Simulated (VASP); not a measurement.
# AlCu (Cmmm) in VASP: notebook

The runs below take AlCu through single point, with PBEsol.

All numbers are computed with VASP 6.6.1; they aren't measurements. Logs are shortened: lines on timing, memory, paths and dates and some standing lists are left out, and cuts for length are marked.

### Step 1. The cell of the first run

It takes space group Cmmm (No. 65, orthorhombic). Conventional cell: a = 4.218 Å, b = 4.260 Å, c = 2.998 Å, α = 90.00°, β = 90.00°, γ = 90.00°. Al (site symmetry mmm) has 8 Cu at 2.59 to 2.60 Å and 6 Al at 3.00 Å within 3.4 Å. Within 3.4 Å of Cu (site symmetry mmm) lie 8 Al at 2.59 to 2.60 Å and 6 Cu at 3.00 Å.

### Step 2. Single point, PBEsol (strain -0.0100 x Voigt [0, 0, 0, 0, 0, 1])

Contents of INCAR:

```
SYSTEM = AlCu
ALGO = Fast
EDIFF = 1E-6
ENCUT = 520
GGA = PS
ISIF = 2
ISMEAR = 0
LASPH = .TRUE.
LCHARG = .FALSE.
LREAL = .FALSE.
LWAVE = .FALSE.
NBANDS = 14
NELM = 100
PREC = Accurate
SIGMA = 0.15
```

Contents of KPOINTS:

```
k-points
0
G
  16 16 16
  0 0 0
```

Contents of POSCAR:

```
AlCu
1.0
    2.9975090000     -0.0149875450      0.0000000000
   -0.0149875450      2.9975090000      0.0000000000
    0.0000000000      0.0000000000      2.9975090000
Al Cu
1 1
Direct
    0.0000000000      0.0000000000      0.0000000000
    0.5000000000      0.5000000000      0.5000000000
```

Potentials or basis: VASP PAW PBE potentials, release 64 (Al, Cu).

Launch:

```bash
$ cat potpaw_PBE.64/Al/POTCAR potpaw_PBE.64/Cu/POTCAR > POTCAR
$ mpirun -np 1 vasp_std > vasp.out
```

OUTCAR:

```text
SYSTEM = AlCu
   EDIFF = 1E-6
   ENCUT = 520
   GGA = PS
   ISIF = 2
   ISMEAR = 0
   LASPH = .TRUE.
   LREAL = .FALSE.
   NELM = 100
   PREC = Accurate

 ion  position               nearest neighbor table
   1  0.000  0.000  0.000-   2 2.59   2 2.59   2 2.59   2 2.59   2 2.60   2 2.60   2 2.60   2 2.60

   2  0.500  0.500  0.500-   1 2.59   1 2.59   1 2.59   1 2.59   1 2.60   1 2.60   1 2.60   1 2.60

  LATTYP: Found a base centered orthorhombic cell.
 ALAT       =     4.2179222917
 B/A-ratio  =     1.0100502513
 C/A-ratio  =     0.7106600816

  Lattice vectors:

 A1 = (   2.9975090000,  -0.0149875450,   0.0000000000)
 A2 = (  -0.0149875450,   2.9975090000,   0.0000000000)
 A3 = (   0.0000000000,   0.0000000000,   2.9975090000)

Analysis of symmetry for initial positions (statically):
=====================================================================
 Subroutine PRICEL returns:
 Original cell was already a primitive cell.

 Routine SETGRP: Setting up the symmetry group for a
 base centered orthorhombic supercell.

 Subroutine GETGRP returns: Found  8 space group operations
 (whereof  8 operations were pure point group operations)
 out of a pool of  8 trial point group operations.

The static configuration has the point symmetry D_2h.

Analysis of symmetry for dynamics (positions and initial velocities):
=====================================================================
 Subroutine PRICEL returns:
 Original cell was already a primitive cell.

 Routine SETGRP: Setting up the symmetry group for a
 base centered orthorhombic supercell.

 Subroutine GETGRP returns: Found  8 space group operations
 (whereof  8 operations were pure point group operations)
 out of a pool of  8 trial point group operations.

The dynamic configuration has the point symmetry D_2h.

 Subroutine INISYM returns: Found  8 space group operations
 (whereof  8 operations are pure point group operations),
 and found     1 'primitive' translations

----------------------------------------------------------------------------------------

                                     Primitive cell

  volume of cell :      26.9321

  direct lattice vectors                    reciprocal lattice vectors
     2.997509000 -0.014987545  0.000000000     0.333618682  0.001668093  0.000000000
    -0.014987545  2.997509000  0.000000000     0.001668093  0.333618682  0.000000000
     0.000000000  0.000000000  2.997509000     0.000000000  0.000000000  0.333610341

  length of vectors
     2.997546469  2.997546469  2.997509000     0.333622852  0.333622852  0.333610341

[... 87 lines left out ...]
   ISYM   =      2    0-nonsym 1-usesym 2-fastsym
   POTIM  = 0.5000    time-step for ionic-motion
   TEBEG  =    0.0;   TEEND  =   0.0 temperature during run
   PSTRESS=    0.0 pullay stress
   NELECT =      14.0000    total number of electrons
   NUPDOWN=      -1.0000    fix difference up-down
   EMIN   =  10.00;   EMAX   =-10.00  energy-range for DOS
   EFERMI =   0.00;   METHOD = LEGACY
   ISMEAR =     0;   SIGMA  =   0.15  broadening in eV -4-tet -1-fermi 0-gaus
   EFERMI_NEDOS =   21; number of points for ismear=-14 and -15
   IALGO  =     68    algorithm
   IMIX   =      4    mixing-type and parameters
     AMIX     =   0.40;   BMIX     =  1.00
     AMIX_MAG =   1.60;   BMIX_MAG =  1.00
  volume/ion in A,a.u.               =      13.47        90.87
  Fermi-wavevector in a.u.,A,eV,Ry     =   1.316317  2.487479 23.574700  1.732692
  Thomas-Fermi vector in A             =   2.446438
   LORBIT       =      0    0 simple, 1 ext, 2 COOP (PROOUT), +10 PAW based schemes
   GGA     = PS    functional components
   LHFCALC =     F    Hartree Fock is set to
   AEXX    =    0.0000 exact exchange contribution
   IVDW    =     0    specifies the selected vdW correction
   LEPSILON=     F    determine dielectric tensor
   LRPA    =     F    only Hartree local field effects (RPA)
 non-spin polarized calculation
 RMM-DIIS sequential band-by-band and
 Gauss-broadening in eV      SIGMA  =   0.15
  energy-cutoff  :      520.00
  volume of cell :       26.93
 maximum number of plane-waves:       742
   NGX = 11   NGY = 11   NGZ = 11

 number of electron      14.0000020 magnetization

 Free energy of the ion-electron system (eV)
  ---------------------------------------------------
  ext. energy  EPLUGINS =         0.00000000
  ---------------------------------------------------
  free energy    TOTEN  =        -8.70291185 eV

  energy without entropy =       -8.69626023  energy(sigma->0) =       -8.69958604

 E-fermi :   8.9600     XC(G=0): -11.6092

 val. band max:        8.9508393678   @ k =  -0.3750   0.1875   0.3750
 cond. band min:       8.9643812461   @ k =   0.3125   0.0000   0.3125
 fundamental gap:      0.0135418783
 Fermi energy:         8.9600200822

 k-point     1 :       0.0000    0.0000    0.0000
  band No.  band energies     occupation
      1      -2.5161      2.00000
      2       4.0811      2.00000
      3       4.0816      2.00000
      4       5.0799      2.00000
      5       5.0903      2.00000
      6       5.1006      2.00000
      7      12.7521      0.00000
      8      12.7899      0.00000
      9      12.8302      0.00000
     10      15.2780      0.00000
     11      15.2787      0.00000
     12      18.9533      0.00000
     13      27.3091      0.00000
     14      27.3339      0.00000
[... 377 lines left out ...]
      1      -2.3854      2.00000
      2       4.0936      2.00000
      3       4.0968      2.00000
      4       5.0521      2.00000
      5       5.0679      2.00000
      6       5.0802      2.00000
      7      11.8999      0.00000
      8      12.2391      0.00000
      9      12.9475      0.00000
     10      15.6571      0.00000
     11      16.3406      0.00000
     12      19.4743      0.00000
     13      25.3621      0.00000
     14      26.4371      0.00000

 [... further k-points ...]
[... 5 lines left out ...]
  --------------------------------------------------------------------------------------
  -------------------------------------------------------------------------------------
  Total       -0.7559157     -0.7559157     -0.7583215      0.0470272      0.0000000      0.0000000
  in kB      -44.9690100    -44.9690100    -45.1121277      2.7976214      0.0000000      0.0000000
  external PRESSURE =     -45.0167159 kB  Pullay stress =       0.0000000 kB

 VOLUME and BASIS-vectors are now :
 -----------------------------------------------------------------------------
  energy-cutoff  :      520.00
  volume of cell :       26.93
      direct lattice vectors                 reciprocal lattice vectors
     2.997509000 -0.014987545  0.000000000     0.333618682  0.001668093  0.000000000
    -0.014987545  2.997509000  0.000000000     0.001668093  0.333618682  0.000000000
     0.000000000  0.000000000  2.997509000     0.000000000  0.000000000  0.333610341

 POSITION                                       TOTAL-FORCE (eV/Angst)
 -----------------------------------------------------------------------------------
      0.00000      0.00000      0.00000         0.000000      0.000000      0.000000
      1.49126      1.49126      1.49875        -0.000000      0.000000      0.000000
 -----------------------------------------------------------------------------------
    total drift:                                0.000000      0.000000     -0.000000

  FREE ENERGIE OF THE ION-ELECTRON SYSTEM (eV)
  ---------------------------------------------------
  free  energy   TOTEN  =        -8.7029118548 eV

  energy  without entropy=       -8.6962602297  energy(sigma->0) =       -8.69958604
```

stdout:

```text
POSCAR found type information on POSCAR AlCu
 POSCAR found :  2 types and       2 ions
 scaLAPACK will be used
 -----------------------------------------------------------------------------
|                                                                             |
|                                                                             |
|     You enforced a specific xc type in the INCAR file but a different       |
|     I HOPE YOU KNOW WHAT YOU ARE DOING!                                     |
|                                                                             |
 -----------------------------------------------------------------------------

 LDA part: xc-table for (Slater+PW92), standard interpolation
 POSCAR, INCAR and KPOINTS ok, starting setup
 FFT: planning ... GRIDC
 FFT: planning ... GRID_SOFT
 FFT: planning ... GRID
 WAVECAR not read
 entering main loop
WARNING in EDDRMM: call to ZHEGV failed, returncode =   8  4     13
WARNING in EDDRMM: call to ZHEGV failed, returncode =   6  3     12
WARNING in EDDRMM: call to ZHEGV failed, returncode =   8  4     13
WARNING in EDDRMM: call to ZHEGV failed, returncode =   8  4     14
```

Run time: 5.1 min. Hardware: 1 thread of Intel Xeon Platinum 8259CL at 2.50GHz (Skylake/Cascade Lake), shared host; peak memory 0.35 GiB.

Results:

- Free energy: -8.7029 eV
- Pressure: -4.5 GPa
- Band gap on the k mesh: zero (band 7 reaches 12.75 eV, above the bottom of band 8 at 8.11 eV)

Caveat: the cell differs from its parent crystal (strain -0.0100 x Voigt [0, 0, 0, 0, 0, 1]); the PAW data sets were made with another functional, which shifts forces and pressure a little.

### Step 3. Single point, PBEsol (strain +0.0050 x Voigt [0, 0, 0, 0, 0, 1])

Contents of INCAR:

```
SYSTEM = AlCu
ALGO = Fast
EDIFF = 1E-7
ENCUT = 520
GGA = PS
ISIF = 2
ISMEAR = 0
LASPH = .True.
LCHARG = .False.
LREAL = .False.
LWAVE = .False.
NBANDS = 14
NELM = 80
PREC = Accurate
SIGMA = 0.15
```

Contents of KPOINTS:

```
k-points
0
Gamma
  16 16 16
  0 0 0
```

Contents of POSCAR:

```
AlCu
1.0
    2.9975090000      0.0074937725      0.0000000000
    0.0074937725      2.9975090000      0.0000000000
    0.0000000000      0.0000000000      2.9975090000
Al Cu
1 1
Direct
    0.0000000000      0.0000000000      0.0000000000
    0.5000000000      0.5000000000      0.5000000000
```

Potentials or basis: VASP PAW PBE potentials, release 64 (Al, Cu).

Launch:

```bash
$ cat potpaw_PBE.64/Al/POTCAR potpaw_PBE.64/Cu/POTCAR > POTCAR
$ mpirun -np 1 vasp_std > vasp.out
```

It took 5.7 min on 1 thread of Intel Xeon Platinum 8259CL at 2.50GHz (Skylake/Cascade Lake), shared host; peak memory 0.35 GiB.

It converged, with:

```
Free energy            : -8.7031 eV
Pressure               : -4.4 GPa
Band gap on the k mesh : zero (band 7 reaches 12.77 eV, above the bottom of band 8 at 8.11 eV)
```

Stress tensor (GPa, compression positive):
```
-4.41 -0.14  0.00
-0.14 -4.41  0.00
 0.00  0.00 -4.41
```

Levels at points of the mesh, in eV from the Fermi level:
| k point | band 4 | band 5 | band 6 | band 7 | band 8 | band 9 | band 10 | band 11 |
| --- | --- | --- | --- | --- | --- | --- | --- | --- |
| (0.00, 0.00, 0.00) | -3.88 | -3.87 | -3.86 | 3.81 | 3.83 | 3.85 | 6.32 | 6.32 |
| (0.50, 0.00, 0.00) | -4.30 | -4.30 | -3.82 | -3.13 | 7.21 | 8.05 | 8.05 | 8.50 |
| (0.50, 0.50, 0.00) | -4.19 | -3.74 | -3.68 | -3.49 | -0.85 | -0.13 | 10.11 | 12.81 |
| (0.00, 0.00, 0.50) | -4.31 | -4.30 | -3.82 | -3.13 | 7.21 | 8.03 | 8.07 | 8.49 |
| (0.50, 0.00, 0.50) | -4.20 | -3.71 | -3.71 | -3.49 | -0.84 | -0.13 | 10.11 | 12.83 |
| (0.50, 0.50, 0.50) | -3.47 | -3.47 | 0.72 | 0.75 | 0.78 | 1.82 | 2.17 | 2.19 |

Caveat: the cell differs from its parent crystal (strain +0.0050 x Voigt [0, 0, 0, 0, 0, 1]); the PAW data sets were made with another functional, which shifts forces and pressure a little.

### Step 4. Single point, PBEsol (strain +0.0175 x Voigt [0, 0, 0, 0, 0, 1])

Contents of INCAR:

```
SYSTEM = AlCu
ALGO = Fast ; EDIFF = 1E-6
ENCUT = 520 ; GGA = PS
ISIF = 2 ; ISMEAR = 0
LASPH = .TRUE. ; LCHARG = .FALSE.
LREAL = .FALSE. ; LWAVE = .FALSE.
NBANDS = 14 ; NELM = 60
PREC = Accurate ; SIGMA = 0.15
```

Contents of KPOINTS:

```
k-points
0
G
  16 16 16
  0 0 0
```

Contents of POSCAR:

```
AlCu
1.0
    2.9975090000      0.0262282038      0.0000000000
    0.0262282038      2.9975090000      0.0000000000
    0.0000000000      0.0000000000      2.9975090000
Al Cu
1 1
Direct
    0.0000000000      0.0000000000      0.0000000000
    0.5000000000      0.5000000000      0.5000000000
```

Launch:

```bash
$ cat potpaw_PBE.64/Al/POTCAR potpaw_PBE.64/Cu/POTCAR > POTCAR
$ mpirun -np 1 vasp_std > vasp.out
```

It took 5.1 min on 1 thread of Intel Xeon Platinum 8259CL at 2.50GHz (Skylake/Cascade Lake), shared host; peak memory 0.35 GiB.

The run converged. Its results:

```yaml
Free_energy: -8.7024 eV
Pressure: -4.5 GPa
Band_gap_on_the_k_mesh: zero (band 7 reaches 12.73 eV, above the bottom of band 8 at 8.09 eV)
```

Stress tensor (GPa, compression positive):
```
-4.44 -0.52  0.00
-0.52 -4.44  0.00
 0.00  0.00 -4.50
```

Levels at points of the mesh, in eV from the Fermi level:
| k point | band 3 | band 4 | band 5 | band 6 | band 7 | band 8 | band 9 | band 10 | band 11 | band 12 |
| --- | --- | --- | --- | --- | --- | --- | --- | --- | --- | --- |
| (0.00, 0.00, 0.00) | -4.88 | -3.89 | -3.87 | -3.85 | 3.77 | 3.83 | 3.90 | 6.32 | 6.32 | 10.00 |
| (0.50, 0.00, 0.00) | -4.61 | -4.30 | -4.30 | -3.82 | -3.13 | 7.18 | 8.05 | 8.08 | 8.48 | 8.50 |
| (0.50, 0.50, 0.00) | -4.21 | -4.18 | -3.81 | -3.60 | -3.49 | -0.87 | -0.10 | 10.10 | 12.75 | 12.94 |
| (0.00, 0.00, 0.50) | -4.61 | -4.33 | -4.28 | -3.82 | -3.13 | 7.22 | 7.98 | 8.13 | 8.48 | 8.52 |
| (0.50, 0.00, 0.50) | -4.19 | -4.19 | -3.70 | -3.70 | -3.49 | -0.84 | -0.13 | 10.09 | 12.80 | 12.83 |
| (0.50, 0.50, 0.50) | -5.41 | -3.47 | -3.47 | 0.65 | 0.72 | 0.86 | 1.85 | 2.10 | 2.18 | 2.30 |

Caveat: the cell differs from its parent crystal (strain +0.0175 x Voigt [0, 0, 0, 0, 0, 1]); the PAW data sets were made with another functional, which shifts forces and pressure a little.

### Step 5. Summary

```csv
cell,further INCAR settings,gap on the mesh (eV),pressure (GPa)
"a = 2.998 Å, angles 90.0, 90.0, 90.6°, 2 atoms",ALGO = Fast; EDIFF = 1e-06; NBANDS = 14,none,-4.5
"a = 2.998 Å, angles 90.0, 90.0, 89.7°, 2 atoms",ALGO = Fast; EDIFF = 1e-07; NBANDS = 14,none,-4.4
"a = 2.998 Å, angles 90.0, 90.0, 89.0°, 2 atoms",ALGO = Fast; EDIFF = 1e-06; NBANDS = 14,none,-4.5
```

Alike in all rows: task single point; level PBEsol; potentials or basis VASP PAW PBE potentials, release 64 (Al, Cu); no spin polarisation; k mesh 16 × 16 × 16; cutoff (eV) 520; smearing gaussian 0.15 eV.

Caveats: the PAW data sets were made with another functional, which shifts forces and pressure a little.

Absolute energies hang on the potentials; compare differences alone.
